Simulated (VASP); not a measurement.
# TaN (P-6m2) in VASP: a series of runs

The runs below take TaN through single point, with LDA, r2SCAN.

Program: VASP 6.6.1. These are calculated values, not measurements. Logs are shortened: lines on timing, memory, paths and dates and some standing lists are left out, and cuts for length are marked.

### 1 The cell of the first run

It takes space group P-6m2 (No. 187, hexagonal). The conventional cell has a = 2.977 Å, b = 2.977 Å, c = 2.921 Å, α = 90.00°, β = 90.00°, γ = 120.00°. Ta (site symmetry -6m2) has 6 N at 2.26 Å and 8 Ta at 2.92 to 2.98 Å within 3.0 Å. Within 3.0 Å of N (site symmetry -6m2) lie 6 Ta at 2.26 Å and 8 N at 2.92 to 2.98 Å.

### 2 Single point, LDA

INCAR

```
ALGO = Normal
EDIFF = 1E-6
ENCUT = 600
GGA_COMPAT = F
ISIF = 2
ISMEAR = -1
LASPH = T
LCHARG = F
LREAL = F
LWAVE = F
NBANDS = 16
NELM = 120
PREC = Accurate
SIGMA = 0.05
```

KPOINTS

```
k-points
0
Gamma
  10 10 9
```

POSCAR

```
TaN
1.0
    2.9766623284      0.0000000000      0.0000000000
   -1.4883311642      2.5778651949      0.0000000000
    0.0000000000      0.0000000000      2.9209385612
Ta N
1 1
Direct
    0.0000000000      0.0000000000      0.5000000000
    0.6666666667      0.3333333333      0.0000000000
```

Potentials or basis: VASP PAW LDA potentials, release 64 (Ta_sv_GW, N).

Started as:

```
cat potpaw_LDA.64/Ta_sv_GW/POTCAR potpaw_LDA.64/N/POTCAR > POTCAR
mpirun -np 1 vasp_std > vasp.out
```

OUTCAR:

```text
EDIFF = 1E-6
   ENCUT = 600
   ISIF = 2
   ISMEAR = -1
   LASPH = T
   LREAL = F
   NELM = 120
   PREC = Accurate

 ion  position               nearest neighbor table
   1  0.000  0.000  0.500-   2 2.26   2 2.26   2 2.26   2 2.26   2 2.26   2 2.26
   2  0.667  0.333  0.000-   1 2.26   1 2.26   1 2.26   1 2.26   1 2.26   1 2.26

  LATTYP: Found a hexagonal cell.
 ALAT       =     2.9766623284
 C/A-ratio  =     0.9812797822

  Lattice vectors:

 A1 = (   2.9766623284,   0.0000000000,   0.0000000000)
 A2 = (  -1.4883311642,   2.5778651949,   0.0000000000)
 A3 = (   0.0000000000,   0.0000000000,   2.9209385612)

Analysis of symmetry for initial positions (statically):
=====================================================================
 Subroutine PRICEL returns:
 Original cell was already a primitive cell.

 Routine SETGRP: Setting up the symmetry group for a
 hexagonal supercell.

 Subroutine GETGRP returns: Found 12 space group operations
 (whereof 12 operations were pure point group operations)
 out of a pool of 24 trial point group operations.

The static configuration has the point symmetry D_3h.

Analysis of symmetry for dynamics (positions and initial velocities):
=====================================================================
 Subroutine PRICEL returns:
 Original cell was already a primitive cell.

 Routine SETGRP: Setting up the symmetry group for a
 hexagonal supercell.

 Subroutine GETGRP returns: Found 12 space group operations
 (whereof 12 operations were pure point group operations)
 out of a pool of 24 trial point group operations.

The dynamic configuration has the point symmetry D_3h.

 Subroutine INISYM returns: Found 12 space group operations
 (whereof 12 operations are pure point group operations),
 and found     1 'primitive' translations

----------------------------------------------------------------------------------------

                                     Primitive cell

  volume of cell :      22.4136

  direct lattice vectors                    reciprocal lattice vectors
     2.976662328  0.000000000  0.000000000     0.335946738  0.193958940  0.000000000
    -1.488331164  2.577865195  0.000000000     0.000000000  0.387917879  0.000000000
     0.000000000  0.000000000  2.920938561     0.000000000  0.000000000  0.342355712

  length of vectors
     2.976662328  2.976662328  2.920938561     0.387917879  0.387917879  0.342355712

  position of ions in fractional coordinates (direct lattice)
     0.000000000  0.000000000  0.500000000
     0.666666667  0.333333333  0.000000000

  ion indices of the primitive-cell ions
   primitive index   ion index
                 1           1
                 2           2

----------------------------------------------------------------------------------------

 KPOINTS: k-points

Automatic generation of k-mesh.
 Grid dimensions read from file:
 generate k-points for:   10   10    9

 Generating k-lattice:

  Cartesian coordinates                     Fractional coordinates (reciprocal lattice)
     0.033594674  0.019395894  0.000000000     0.100000000  0.000000000  0.000000000
     0.000000000  0.038791788  0.000000000     0.000000000  0.100000000  0.000000000
     0.000000000  0.000000000  0.038039524     0.000000000  0.000000000  0.111111111

  Length of vectors
     0.038791788  0.038791788  0.038039524

  Shift w.r.t. Gamma in fractional coordinates (k-lattice)
     0.000000000  0.000000000  0.000000000

 Subroutine IBZKPT returns following result:
 ===========================================

 Found     70 irreducible k-points:

 Following reciprocal coordinates:
            Coordinates               Weight
  0.000000  0.000000  0.000000      1.000000
  0.100000  0.000000  0.000000      6.000000
  0.200000  0.000000  0.000000      6.000000
  0.300000 -0.000000  0.000000      6.000000
  0.400000  0.000000  0.000000      6.000000
  0.500000 -0.000000  0.000000      3.000000
[... 16 lines left out ...]
  0.300000  0.100000  0.111111     24.000000
  0.400000  0.100000  0.111111     24.000000
 [... further k-points ...]
   k-points           NKPTS =     70   k-points in BZ     NKDIM =     70   number of bands    NBANDS=     16
   number of dos      NEDOS =    301   number of ions     NIONS =      2
   total plane-waves  NPLWV =  13824
   dimension x,y,z NGX =    24 NGY =   24 NGZ =   24
   dimension x,y,z NGXF=    48 NGYF=   48 NGZF=   48
   ions per type =               1   1
   NGX,Y,Z   is equivalent  to a cutoff of  13.40, 13.40, 13.66 a.u.
   NGXF,Y,Z  is equivalent  to a cutoff of  26.81, 26.81, 27.32 a.u.
 SYSTEM =  unknown system
   PREC   = accura    normal or accurate (medium, high low for compatibility)
   ISTART =      0    job   : 0-new  1-cont  2-samecut
   ICHARG =      2    charge: 1-file 2-atom 10-const
   ISPIN  =      1    spin polarized calculation?
   LNONCOLLINEAR =      F non collinear calculations
   LSORBIT =      F    spin-orbit coupling
   LASPH  =      T    aspherical Exc in radial PAW
   ENCUT  =  600.0 eV  44.10 Ry    6.64 a.u.   5.95  5.95  5.83*2*pi/ulx,y,z
   NELM   =    120;   NELMIN=  2; NELMDL= -5     # of ELM steps
   EDIFF  = 0.1E-05   stopping-criterion for ELM
   LREAL  =      F    real-space projection
   EDIFFG = 0.1E-04   stopping-criterion for IOM
   NSW    =      0    number of steps for IOM
   IBRION =     -1    ionic relax: 0-MD 1-quasi-New 2-CG
   NFREE  =      0    steps in history (QN), initial steepest desc. (CG)
   ISIF   =      2    stress and relaxation
   ISYM   =      2    0-nonsym 1-usesym 2-fastsym
   POTIM  = 0.5000    time-step for ionic-motion
   TEBEG  =    0.0;   TEEND  =   0.0 temperature during run
   PSTRESS=    0.0 pullay stress
   NELECT =      18.0000    total number of electrons
   NUPDOWN=      -1.0000    fix difference up-down
   EMIN   =  10.00;   EMAX   =-10.00  energy-range for DOS
   EFERMI =   0.00;   METHOD = LEGACY
   ISMEAR =    -1;   SIGMA  =   0.05  broadening in eV -4-tet -1-fermi 0-gaus
   EFERMI_NEDOS =   21; number of points for ismear=-14 and -15
   IALGO  =     38    algorithm
   IMIX   =      4    mixing-type and parameters
     AMIX     =   0.40;   BMIX     =  1.00
     AMIX_MAG =   1.60;   BMIX_MAG =  1.00
  volume/ion in A,a.u.               =      11.21        75.63
  Fermi-wavevector in a.u.,A,eV,Ry     =   1.521697  2.875591 31.505142  2.315563
  Thomas-Fermi vector in A             =   2.630377
   LORBIT       =      0    0 simple, 1 ext, 2 COOP (PROOUT), +10 PAW based schemes
   GGA     = CA    functional components
   LHFCALC =     F    Hartree Fock is set to
   AEXX    =    0.0000 exact exchange contribution
   IVDW    =     0    specifies the selected vdW correction
   LEPSILON=     F    determine dielectric tensor
   LRPA    =     F    only Hartree local field effects (RPA)
 non-spin polarized calculation
  energy-cutoff  :      600.00
  volume of cell :       22.41
 maximum number of plane-waves:       764
 NGX is ok and might be reduce to    24
   NGX = 11   NGY = 11   NGZ = 11

 number of electron      17.9999999 magnetization

 Free energy of the ion-electron system (eV)
  ---------------------------------------------------
  ext. energy  EPLUGINS =         0.00000000
  ---------------------------------------------------
  free energy    TOTEN  =       -27.12003400 eV

  energy without entropy =      -27.11964851  energy(sigma->0) =      -27.11984126

 E-fermi :  11.5972     XC(G=0): -13.7520

 val. band max:       11.4783999146   @ k =   0.0000   0.0000   0.4444
 cond. band min:      11.7503020516   @ k =   0.0000   0.0000   0.3333
 fundamental gap:      0.2719021370
 Fermi energy:        11.5971778616

 k-point     1 :       0.0000    0.0000    0.0000
  band No.  band energies     occupation
      1     -56.6496      2.00000
      2     -23.1681      2.00000
      3     -22.9259      2.00000
      4     -22.9259      2.00000
      5      -5.6588      2.00000
      6       7.1907      2.00000
[... 8 lines left out ...]
     15      24.2491      0.00000
     16      27.3541      0.00000

 k-point     2 :       0.1000    0.0000    0.0000
  band No.  band energies     occupation
      1     -56.6433      2.00000
      2     -23.1562      2.00000
      3     -23.0193      2.00000
      4     -22.9461      2.00000
      5      -5.4662      2.00000
      6       6.6213      2.00000
[... 8 lines left out ...]
     15      24.2308      0.00000
     16      27.7300      0.00000

 k-point     3 :       0.2000    0.0000    0.0000
  band No.  band energies     occupation
      1     -56.6270      2.00000
      2     -23.2573      2.00000
      3     -23.1250      2.00000
      4     -22.9987      2.00000
      5      -4.9517      2.00000
      6       5.5288      2.00000
[... 8 lines left out ...]
     15      24.2484      0.00000
     16      28.3346      0.00000

 k-point     4 :       0.3000   -0.0000    0.0000
  band No.  band energies     occupation
      1     -56.6069      2.00000
      2     -23.5392      2.00000
      3     -23.0862      2.00000
      4     -23.0629      2.00000
      5      -4.2850      2.00000
      6       4.5040      2.00000
[... 8 lines left out ...]
     15      24.5094      0.00000
     16      27.9252      0.00000
[... 324 lines left out ...]
 k-point    22 :       0.2000    0.1000    0.1111
  band No.  band energies     occupation
      1     -56.6089      2.00000
      2     -23.4094      2.00000
      3     -23.1922      2.00000
      4     -23.0550      2.00000
      5      -4.3887      2.00000
      6       5.0544      2.00000
[... 8 lines left out ...]
     15      24.0495      0.00000
     16      28.1428      0.00000

 k-point    23 :       0.3000    0.1000    0.1111
  band No.  band energies     occupation
      1     -56.5907      2.00000
      2     -23.6395      2.00000
      3     -23.1545      2.00000
      4     -23.1290      2.00000
      5      -3.8311      2.00000
      6       4.2527      2.00000
[... 8 lines left out ...]
     15      24.1610      0.00000
     16      26.7641      0.00000

 k-point    24 :       0.4000    0.1000    0.1111
  band No.  band energies     occupation
      1     -56.5794      2.00000
      2     -23.7780      2.00000
      3     -23.1748      2.00000
      4     -23.1302      2.00000
      5      -3.4687      2.00000
      6       3.7988      2.00000
[... 8 lines left out ...]
     15      22.8223      0.00000
     16      26.7518      0.00000

 [... further k-points ...]
[... 5 lines left out ...]
  --------------------------------------------------------------------------------------
  -------------------------------------------------------------------------------------
  Total       -3.0181105     -3.0181105     -3.4275393      0.0000000      0.0000000      0.0000000
  in kB     -215.7414161   -215.7414161   -245.0083195      0.0000000      0.0000000      0.0000000
  external PRESSURE =    -225.4970506 kB  Pullay stress =       0.0000000 kB

 VOLUME and BASIS-vectors are now :
 -----------------------------------------------------------------------------
  energy-cutoff  :      600.00
  volume of cell :       22.41
      direct lattice vectors                 reciprocal lattice vectors
     2.976662328  0.000000000  0.000000000     0.335946738  0.193958940  0.000000000
    -1.488331164  2.577865195  0.000000000     0.000000000  0.387917879  0.000000000
     0.000000000  0.000000000  2.920938561     0.000000000  0.000000000  0.342355712

 POSITION                                       TOTAL-FORCE (eV/Angst)
 -----------------------------------------------------------------------------------
      0.00000      0.00000      1.46047        -0.000000      0.000000      0.000000
      1.48833      0.85929      0.00000         0.000000      0.000000      0.000000
 -----------------------------------------------------------------------------------
    total drift:                               -0.000000      0.000000      0.000000

  FREE ENERGIE OF THE ION-ELECTRON SYSTEM (eV)
  ---------------------------------------------------
  free  energy   TOTEN  =       -27.1200340027 eV

  energy  without entropy=      -27.1196485074  energy(sigma->0) =      -27.11984126
```

Run time: 19 s. Hardware: 1 thread of AMD EPYC 7R43 (Zen 3), shared host; peak memory 0.12 GiB.

What came out:

```
Free energy            : -27.1200 eV
Pressure               : -22.5 GPa
Band gap on the k mesh : zero (band 9 reaches 11.75 eV, above the bottom of band 10 at 11.48 eV)
```

Levels at points of the mesh, in eV from the Fermi level:
```tsv
k point	band 6	band 7	band 8	band 9	band 10	band 11	band 12	band 13
(0.00, 0.00, 0.00)	-4.41	-4.41	-4.05	-2.86	2.02	3.36	3.36	3.68
(0.50, 0.00, 0.00)	-8.05	-5.02	-3.34	-3.09	2.76	3.77	4.91	4.95
```

Caveat: spin-orbit coupling is left out, which moves the levels of the heavy elements.

### 3 Single point, r2SCAN

This run uses another cell than the first one, of 10.34 Å³/atom, 0.923 times its volume.

POSCAR

```
TaN
1.0
    2.8982924298      0.0000000000      0.0000000000
   -1.4491462149      2.5099948717      0.0000000000
    0.0000000000      0.0000000000      2.8440357641
Ta N
1 1
Direct
    0.0000000000      0.0000000000      0.5000000000
    0.6666666667      0.3333333333      0.0000000000
```

INCAR.step1

```
ALGO     = Normal         # electronic algorithm
EDIFF    = 1E-5           # SCF threshold, eV
ENCUT    = 660            # plane-wave cutoff, eV
GGA      = PE             # functional
GGA_COMPAT= False        
ISMEAR   = -1             # smearing method
LASPH    = True           # aspherical terms in the spheres
LCHARG   = False          # write CHGCAR
LREAL    = False          # projectors in reciprocal space
LWAVE    = True           # write WAVECAR
NBANDS   = 16             # bands
NELM     = 120            # most SCF steps
PREC     = Accurate       # precision mode
SIGMA    = 0.05           # smearing width, eV
```

INCAR.step2

```
ALGO     = Normal         # electronic algorithm
EDIFF    = 1E-6           # SCF threshold, eV
ENCUT    = 660            # plane-wave cutoff, eV
GGA_COMPAT= False        
ISIF     = 2              # what is computed and relaxed
ISMEAR   = -1             # smearing method
ISTART   = 1            
LASPH    = True           # aspherical terms in the spheres
LCHARG   = True           # write CHGCAR
LELF     = True           # ELF
LMIXTAU  = True         
LREAL    = False          # projectors in reciprocal space
LVHAR    = True         
LWAVE    = False          # write WAVECAR
METAGGA  = R2SCAN         # meta-GGA
NBANDS   = 16             # bands
NELM     = 120            # most SCF steps
PREC     = Accurate       # precision mode
SIGMA    = 0.05           # smearing width, eV
```

KPOINTS is that of step 2.

Potentials or basis: VASP PAW PBE potentials, release 64 (Ta_sv_GW, N).

Started as:

```
cat potpaw_PBE.64/Ta_sv_GW/POTCAR potpaw_PBE.64/N/POTCAR > POTCAR
cp INCAR.step1 INCAR
mpirun -np 1 vasp_std > vasp.out
cp INCAR.step2 INCAR
mpirun -np 1 vasp_std > vasp.out
```

Wall time 94 s (1 thread of AMD EPYC 9R14 (Zen 4), shared host); peak memory 0.15 GiB.

It converged, with:

| Item | Value |
| --- | --- |
| Free energy | -62.9194 eV |
| Pressure | 15.8 GPa |
| Band gap on the k mesh | zero (band 9 reaches 13.31 eV, above the bottom of band 10 at 12.96 eV) |

Stress tensor (GPa, compression positive):
```
14.94  0.00  0.00
 0.00 14.94  0.00
 0.00  0.00 17.62
```

Levels at points of the mesh, in eV from the Fermi level:
```
           k point  band 7  band 8  band 9  band 10  band 11  band 12
(0.00, 0.00, 0.00)   -5.10   -4.66   -3.30     2.68     3.85     3.85
(0.50, 0.00, 0.00)   -5.75   -3.86   -3.58     3.31     4.30     5.68
```

Caveat: the PAW data sets were made with another functional, which shifts forces and pressure a little; spin-orbit coupling is left out, which moves the levels of the heavy elements.
